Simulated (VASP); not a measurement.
Set up this calculation in VASP 6.6.1, as the native input.

* Task: relaxation of cell and atoms
* Functional: PBE
* Potentials or basis: VASP PAW PBE potentials, release 64 (Hf_pv, O)
* Cutoff: 600 eV
* k mesh: 3 × 3 × 3
* Occupations: gaussian, width 0.2 eV
* Spin: no spin polarisation
* Dipole correction: no
* Further INCAR settings: ALGO = Normal; EDIFF = 1e-06; IBRION = 2; EDIFFG = -0.08; NSW = 36; ISIF = 3

The structure of Hf2O3 lies in POSCAR:

```
Hf2O3
1.0
    5.0300000000      0.0000000000      0.0000000000
    0.0000000000      5.0300000000      0.0000000000
    0.0000000000      0.0000000000      5.0300000000
Hf O
4 6
Direct
    0.2500000000      0.2500000000      0.7500000000
    0.2500000000      0.7500000000      0.2500000000
    0.7500000000      0.2500000000      0.2500000000
    0.7500000000      0.7500000000      0.7500000000
    0.5000000000      0.0000000000      0.0000000000
    0.5000000000      0.5000000000      0.0000000000
    0.0000000000      0.5000000000      0.5000000000
    0.0000000000      0.5000000000      0.0000000000
    0.0000000000      0.0000000000      0.5000000000
    0.5000000000      0.0000000000      0.5000000000
```

These files were run (other wordings do the same):

INCAR

```
  PREC = Accurate
  ENCUT = 600
  EDIFF = 1E-6
  ISMEAR = 0
  SIGMA = 0.2
  LREAL = False
  LASPH = True
  NELM = 80
  ALGO = Normal
  ISIF = 3
  LWAVE = False
  LCHARG = False
  GGA = PE
  IBRION = 2
  NSW = 36
  EDIFFG = -0.08
```

KPOINTS

```
regular mesh
0
Gamma
  3 3 3
```

Potentials or basis: VASP PAW PBE potentials, release 64 (Hf_pv, O).

Run with:

```bash
$ cat potpaw_PBE.64/Hf_pv/POTCAR potpaw_PBE.64/O/POTCAR > POTCAR
$ mpirun -np 1 vasp_std > vasp.out
```

It gave:

```
Relaxed volume                         : 12.65 Å³/atom
Relaxed cell                           : a = 5.020 Å, b = 5.020 Å, c = 5.020 Å, α = 90.00°, β = 90.00°, γ = 90.00°
Space group after relaxing (to 0.05 Å) : Pn-3m (No. 224)
Energy gained by relaxing              : 0.3 meV/atom
Ionic steps                            : 3
Pressure after relaxing                : 0.0 GPa
Band gap on the k mesh                 : zero (filled and empty bands touch)
```

Caveat: the k points lie up to 0.42 Å⁻¹ apart in the final cell; spin-orbit coupling is left out, which moves the levels of the heavy elements.

Wall time 120 s on 1 thread of AMD EPYC 7R13 Processor (Zen 3), on a shared host, peak memory 0.22 GiB.
